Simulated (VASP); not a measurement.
# Cd (R-3m) in VASP: single point with PBE

Aim: the single point of Cd with PBE.

Everything below comes from runs of VASP 6.6.1. Logs are shortened: lines on timing, memory, paths and dates and some standing lists are left out, and cuts for length are marked.

## Step 1: The cell of the first run

The structure is trigonal, space group R-3m (No. 166). Conventional cell: a = 3.164 Å, b = 3.164 Å, c = 7.591 Å, α = 90.00°, β = 90.00°, γ = 120.00°. Cd (site symmetry -3m) has 12 Cd at 3.12 to 3.16 Å within 4.1 Å.

## Step 2: Single point, PBE

The input, INCAR:

```
SYSTEM = Cd
ALGO = Fast
EDIFF = 1E-6
ENCUT = 520
GGA = PE
ISIF = 2
ISMEAR = 0
LASPH = .TRUE.
LCHARG = .FALSE.
LREAL = .FALSE.
LWAVE = .FALSE.
NBANDS = 12
NELM = 60
PREC = Accurate
SIGMA = 0.15
```

The input, KPOINTS:

```
k-points
0
G
  21 21 21
  0 0 0
```

The input, POSCAR:

```
Cd
1.0
    1.5820886613      0.9134193145      2.5302646583
   -1.5820886613      0.9134193145      2.5302646583
    0.0000000000     -1.8268386290      2.5302646583
Cd
1
Direct
    0.0000000000      0.0000000000      0.0000000000
```

Potentials or basis: VASP PAW PBE potentials, release 64 (Cd).

Run with:

```sh
> cat potpaw_PBE.64/Cd/POTCAR > POTCAR
> mpirun -np 1 vasp_std > vasp.out
```

OUTCAR:

```text
SYSTEM = Cd
   EDIFF = 1E-6
   ENCUT = 520
   GGA = PE
   ISIF = 2
   ISMEAR = 0
   LASPH = .TRUE.
   LREAL = .FALSE.
   NELM = 60
   PREC = Accurate

 ion  position               nearest neighbor table
   1  0.000  0.000  0.000-

  LATTYP: Found a trigonal (rhomboedric) cell.
 ALAT       =     3.1208297963
 COS(alpha) =     0.4860137937

  Lattice vectors:

 A1 = (   1.5820886613,   0.9134193145,   2.5302646583)
 A2 = (  -1.5820886613,   0.9134193145,   2.5302646583)
 A3 = (   0.0000000000,  -1.8268386290,   2.5302646583)

Analysis of symmetry for initial positions (statically):
=====================================================================
 Subroutine PRICEL returns:
 Original cell was already a primitive cell.

 Routine SETGRP: Setting up the symmetry group for a
 trigonal (rhombohedral) supercell.

 Subroutine GETGRP returns: Found 12 space group operations
 (whereof 12 operations were pure point group operations)
 out of a pool of 12 trial point group operations.

The static configuration has the point symmetry D_3d.

Analysis of symmetry for dynamics (positions and initial velocities):
=====================================================================
 Subroutine PRICEL returns:
 Original cell was already a primitive cell.

 Routine SETGRP: Setting up the symmetry group for a
 trigonal (rhombohedral) supercell.

 Subroutine GETGRP returns: Found 12 space group operations
 (whereof 12 operations were pure point group operations)
 out of a pool of 12 trial point group operations.

The dynamic configuration has the point symmetry D_3d.

 Subroutine INISYM returns: Found 12 space group operations
 (whereof 12 operations are pure point group operations),
 and found     1 'primitive' translations

----------------------------------------------------------------------------------------

                                     Primitive cell

  volume of cell :      21.9391

  direct lattice vectors                    reciprocal lattice vectors
     1.582088661  0.913419315  2.530264658     0.316037914  0.182464575  0.131738525
    -1.582088661  0.913419315  2.530264658    -0.316037914  0.182464575  0.131738525
     0.000000000 -1.826838629  2.530264658     0.000000000 -0.364929149  0.131738525

  length of vectors
     3.120829796  3.120829796  3.120829796     0.387979797  0.387979797  0.387979797

  position of ions in fractional coordinates (direct lattice)
     0.000000000  0.000000000  0.000000000

  ion indices of the primitive-cell ions
   primitive index   ion index
                 1           1

----------------------------------------------------------------------------------------

 KPOINTS: k-points

Automatic generation of k-mesh.
 Grid dimensions read from file:
 generate k-points for:   21   21   21

 Generating k-lattice:

  Cartesian coordinates                     Fractional coordinates (reciprocal lattice)
     0.015049424  0.008688789  0.006273263     0.047619048 -0.000000000  0.000000000
    -0.015049424  0.008688789  0.006273263    -0.000000000  0.047619048  0.000000000
     0.000000000 -0.017377579  0.006273263     0.000000000  0.000000000  0.047619048

  Length of vectors
     0.018475228  0.018475228  0.018475228

  Shift w.r.t. Gamma in fractional coordinates (k-lattice)
     0.000000000  0.000000000  0.000000000

 Subroutine IBZKPT returns following result:
 ===========================================

 Found    891 irreducible k-points:

 Following reciprocal coordinates:
            Coordinates               Weight
  0.000000  0.000000  0.000000      1.000000
  0.047619  0.000000  0.000000      6.000000
  0.095238  0.000000  0.000000      6.000000
  0.142857 -0.000000  0.000000      6.000000
  0.190476  0.000000  0.000000      6.000000
  0.238095 -0.000000  0.000000      6.000000
[... 16 lines left out ...]
 -0.428571  0.047619  0.000000     12.000000
 -0.380952  0.047619 -0.000000     12.000000
 [... further k-points ...]
   k-points           NKPTS =    891   k-points in BZ     NKDIM =    891   number of bands    NBANDS=     12
   number of dos      NEDOS =    301   number of ions     NIONS =      1
   total plane-waves  NPLWV =  13824
   dimension x,y,z NGX =    24 NGY =   24 NGZ =   24
   dimension x,y,z NGXF=    48 NGYF=   48 NGZF=   48
   ions per type =               1
   NGX,Y,Z   is equivalent  to a cutoff of  12.78, 12.78, 12.78 a.u.
   NGXF,Y,Z  is equivalent  to a cutoff of  25.57, 25.57, 25.57 a.u.
 SYSTEM =  Cd
   PREC   = accura    normal or accurate (medium, high low for compatibility)
   ISTART =      0    job   : 0-new  1-cont  2-samecut
   ICHARG =      2    charge: 1-file 2-atom 10-const
   ISPIN  =      1    spin polarized calculation?
   LNONCOLLINEAR =      F non collinear calculations
   LSORBIT =      F    spin-orbit coupling
   LASPH  =      T    aspherical Exc in radial PAW
   ENCUT  =  520.0 eV  38.22 Ry    6.18 a.u.   5.80  5.80  5.80*2*pi/ulx,y,z
   NELM   =     60;   NELMIN=  2; NELMDL= -5     # of ELM steps
   EDIFF  = 0.1E-05   stopping-criterion for ELM
   LREAL  =      F    real-space projection
   EDIFFG = 0.1E-04   stopping-criterion for IOM
   NSW    =      0    number of steps for IOM
   IBRION =     -1    ionic relax: 0-MD 1-quasi-New 2-CG
   NFREE  =      0    steps in history (QN), initial steepest desc. (CG)
   ISIF   =      2    stress and relaxation
   ISYM   =      2    0-nonsym 1-usesym 2-fastsym
   POTIM  = 0.5000    time-step for ionic-motion
   TEBEG  =    0.0;   TEEND  =   0.0 temperature during run
   PSTRESS=    0.0 pullay stress
   NELECT =      12.0000    total number of electrons
   NUPDOWN=      -1.0000    fix difference up-down
   EMIN   =  10.00;   EMAX   =-10.00  energy-range for DOS
   EFERMI =   0.00;   METHOD = LEGACY
   ISMEAR =     0;   SIGMA  =   0.15  broadening in eV -4-tet -1-fermi 0-gaus
   EFERMI_NEDOS =   21; number of points for ismear=-14 and -15
   IALGO  =     68    algorithm
   IMIX   =      4    mixing-type and parameters
     AMIX     =   0.40;   BMIX     =  1.00
     AMIX_MAG =   1.60;   BMIX_MAG =  1.00
  volume/ion in A,a.u.               =      21.94       148.05
  Fermi-wavevector in a.u.,A,eV,Ry     =   1.338842  2.530044 24.388398  1.792497
  Thomas-Fermi vector in A             =   2.467280
   LORBIT       =      0    0 simple, 1 ext, 2 COOP (PROOUT), +10 PAW based schemes
   GGA     = PE    functional components
   LHFCALC =     F    Hartree Fock is set to
   AEXX    =    0.0000 exact exchange contribution
   IVDW    =     0    specifies the selected vdW correction
   LEPSILON=     F    determine dielectric tensor
   LRPA    =     F    only Hartree local field effects (RPA)
 non-spin polarized calculation
 RMM-DIIS sequential band-by-band and
 Gauss-broadening in eV      SIGMA  =   0.15
  energy-cutoff  :      520.00
  volume of cell :       21.94
 maximum number of plane-waves:       603
   NGX = 11   NGY = 11   NGZ = 11

 number of electron      12.0000001 magnetization

 Free energy of the ion-electron system (eV)
  ---------------------------------------------------
  ext. energy  EPLUGINS =         0.00000000
  ---------------------------------------------------
  free energy    TOTEN  =        -0.73551019 eV

  energy without entropy =       -0.73134031  energy(sigma->0) =       -0.73342525

 E-fermi :   2.7738     XC(G=0): -10.9597

 val. band max:        2.7726894158   @ k =  -0.3333   0.4762   0.0952
 cond. band min:       2.7768677085   @ k =  -0.3810  -0.4762   0.1429
 fundamental gap:      0.0041782926
 Fermi energy:         2.7737872035

 k-point     1 :       0.0000    0.0000    0.0000
  band No.  band energies     occupation
      1      -6.3482      2.00000
      2      -6.3482      2.00000
      3      -6.2855      2.00000
      4      -5.9475      2.00000
      5      -5.8750      2.00000
      6      -5.8750      2.00000
      7      16.6106      0.00000
      8      17.4697      0.00000
      9      17.4697      0.00000
     10      18.2586      0.00000
     11      20.8695      0.00000
     12      20.8697      0.00000

 k-point     2 :       0.0476    0.0000    0.0000
  band No.  band energies     occupation
      1      -6.3518      2.00000
      2      -6.3398      2.00000
      3      -6.2783      2.00000
      4      -5.8888      2.00000
      5      -5.8770      2.00000
      6      -5.8770      2.00000
      7      16.2328      0.00000
      8      16.9823      0.00000
      9      17.3809      0.00000
     10      18.1330      0.00000
     11      21.0274      0.00000
     12      21.2546      0.00000

 k-point     3 :       0.0952    0.0000    0.0000
  band No.  band energies     occupation
      1      -6.3734      2.00000
      2      -6.3175      2.00000
      3      -6.2545      2.00000
      4      -5.8813      2.00000
      5      -5.8806      2.00000
      6      -5.7049      2.00000
      7      14.7099      0.00000
      8      16.8329      0.00000
      9      17.1545      0.00000
     10      17.8760      0.00000
     11      21.4187      0.00000
     12      21.4474      0.00000
[... 286 lines left out ...]
 k-point    23 :      -0.4286    0.0476    0.0000
  band No.  band energies     occupation
      1      -6.7830      2.00000
      2      -6.3514      2.00000
      3      -6.2647      2.00000
      4      -5.5663      2.00000
      5      -5.5306      2.00000
      6      -0.4962      2.00000
      7       2.6010      1.89675
      8      14.4136      0.00000
      9      15.4761      0.00000
     10      16.0267      0.00000
     11      19.4019      0.00000
     12      19.9410      0.00000

 k-point    24 :      -0.3810    0.0476   -0.0000
  band No.  band energies     occupation
      1      -6.7489      2.00000
      2      -6.3336      2.00000
      3      -6.2500      2.00000
      4      -5.6093      2.00000
      5      -5.5784      2.00000
      6      -1.5536      2.00000
      7       4.0065      0.00000
      8      14.3234      0.00000
      9      15.8289      0.00000
     10      16.2991      0.00000
     11      19.4076      0.00000
     12      20.0912      0.00000

 [... further k-points ...]

------------------------ aborting loop because EDIFF is reached ----------------------------------------

  FORCE on cell =-STRESS in cart. coord.  units (eV):
  Direction    XX          YY          ZZ          XY          YZ          ZX
  --------------------------------------------------------------------------------------
  -------------------------------------------------------------------------------------
  Total        0.3048096      0.3048096      0.3050385      0.0000000      0.0000000      0.0000000
  in kB       22.2597884     22.2597884     22.2765050      0.0000000      0.0000000      0.0000000
  external PRESSURE =      22.2653606 kB  Pullay stress =       0.0000000 kB

 VOLUME and BASIS-vectors are now :
 -----------------------------------------------------------------------------
  energy-cutoff  :      520.00
  volume of cell :       21.94
      direct lattice vectors                 reciprocal lattice vectors
     1.582088661  0.913419315  2.530264658     0.316037914  0.182464575  0.131738525
    -1.582088661  0.913419315  2.530264658    -0.316037914  0.182464575  0.131738525
     0.000000000 -1.826838629  2.530264658     0.000000000 -0.364929149  0.131738525

 POSITION                                       TOTAL-FORCE (eV/Angst)
 -----------------------------------------------------------------------------------
      0.00000      0.00000      0.00000         0.000000      0.000000      0.000000
 -----------------------------------------------------------------------------------
    total drift:                                0.000000      0.000000      0.000000

  FREE ENERGIE OF THE ION-ELECTRON SYSTEM (eV)
  ---------------------------------------------------
  free  energy   TOTEN  =        -0.7355101937 eV

  energy  without entropy=       -0.7313403123  energy(sigma->0) =       -0.73342525
```

Run time: 2.7 min. Hardware: 1 thread of Intel Xeon 8259CL, shared host; peak memory 0.32 GiB.

Results:

```yaml
Free_energy: -0.7355 eV
Pressure: 2.2 GPa
Band_gap_on_the_k_mesh: zero (bands 6 and 7 overlap by 2.74 eV)
```

Levels at points of the mesh, in eV from the Fermi level:
```tsv
k point	band 4	band 5	band 6	band 7	band 8	band 9
(0.00, 0.00, 0.00)	-8.72	-8.65	-8.65	13.84	14.70	14.70
```
